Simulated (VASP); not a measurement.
Ca, 2 atoms in the cell. The typed cell holds 2 atoms: a = 3.926 Å, b = 3.926 Å, c = 6.509 Å, α = 90.00°, β = 90.00°, γ = 119.72°. 

| Item | Value |
| --- | --- |
| Program | VASP 6.6.1 |
| Task | single point |
| Functional | r2SCAN |
| Potentials or basis | VASP PAW PBE potentials, release 64 (Ca_sv) |
| Cutoff | 520 eV |
| k mesh | 7 × 7 × 4 |
| Occupations | fermi-dirac, width 0.05 eV |
| Spin | no spin polarisation |
| Dipole correction | no |
| Further INCAR settings | ALGO = Normal; EDIFF = 1e-07; NBANDS = 17 |

Potentials or basis: VASP PAW PBE potentials, release 64 (Ca_sv).

Run with:

```console
$ cat potpaw_PBE.64/Ca_sv/POTCAR > POTCAR
$ cp INCAR.step1 INCAR
$ mpirun -np 1 vasp_std > vasp.out
$ cp INCAR.step2 INCAR
$ mpirun -np 1 vasp_std > vasp.out
```

Hardware: 1 thread of Intel(R) Xeon(R) Platinum 8259CL CPU @ 2.50GHz (Skylake/Cascade Lake), with other jobs on the host.

Question: How long does it take, and how much memory?

Answer: It took 11 min on 1 thread of Intel(R) Xeon(R) Platinum 8259CL CPU @ 2.50GHz (Skylake/Cascade Lake), with other jobs on the host, peak memory 0.29 GiB. Counts: k points 99.
